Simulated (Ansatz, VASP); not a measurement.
## SnSe2: VASP beside Ansatz

```
Sn Se
1.0
     3.69600    0.00000    0.00000
    -1.84800    3.20083    0.00000
     0.00000    0.00000    5.68540
Sn Se
1 2
Direct
  0.00000 0.00000 0.00000
  0.33333 0.66667 0.26513
  0.66667 0.33333 0.73487
```

Alike in both runs: task single point; functional PBE; dispersion D3(BJ); k mesh 12 × 12 × 6; occupations gaussian, width 0.03 eV; no spin polarisation.

|  | VASP | Ansatz |
| --- | --- | --- |
| version | VASP 6.6.1 | Ansatz 0.2.0 |
| potentials or method | VASP PAW PBE potentials, release 64 (Sn_d, Se), cutoff 500 eV | scalar-relativistic, plane waves, PAW |
| valence electrons in the cell | 26 | 46 |

Ansatz gave:

- gap on the k mesh at the Fermi level (eV): 0.39
- least direct gap on the mesh (eV): 1.21
- pressure (GPa): 12.1
- traceless stress, the component that is largest in VASP (GPa): 0.85
- rms of the force components (eV/Å): 0.638

Task: What did VASP give for the same quantities?

Result: gap on the k mesh at the Fermi level (eV): 0.38; least direct gap on the mesh (eV): 1.19; pressure (GPa): 12.2; traceless stress, the component that is largest in VASP (GPa): 0.86; rms of the force components (eV/Å): 0.649.

Atom by atom the forces differ by 0.011 eV/Å (rms over components). VASP's potentials hold 26 valence electrons a cell and Ansatz's 46, so a difference there can come from the potentials and not from the codes.
